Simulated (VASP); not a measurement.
The system is KCl (Sylvite).

```
K Cl
1.0
     0.00000    3.12535    3.12535
     3.12535    0.00000    3.12535
     3.12535    3.12535    0.00000
K Cl
1 1
Direct
  0.00000 0.00000 0.00000
  0.50000 0.50000 0.50000
```

This cell differs from its parent crystal: volume scaled by 0.98.

Base run:

* Program: VASP 6.6.1
* Functional: PBEsol
* Potentials or basis: VASP PAW PBE potentials, release 64 (K_sv, Cl)
* Cutoff: 520 eV
* k mesh: 7 × 7 × 7
* Occupations: fermi-dirac, width 0.05 eV
* Spin: no spin polarisation

Its results: band gap on the k mesh 5.09 eV, direct; pressure 0.0 GPa.

After a change of settings the same cell gave: band gap on the k mesh 5.90 eV, direct; pressure 0.4 GPa. Which change was it?
A. functional from PBEsol to PBE
B. functional from PBEsol to r2SCAN
C. functional from PBEsol to LDA; potentials or basis from VASP PAW PBE potentials, release 64 (K_sv, Cl) to VASP PAW LDA potentials, release 64 (K_sv, Cl)

B.

r2SCAN gives the wider gap, since meta-GGAs in the generalised Kohn-Sham scheme recover part of the derivative discontinuity.

Caveats: the PAW data sets were made with another functional, which shifts forces and pressure a little.
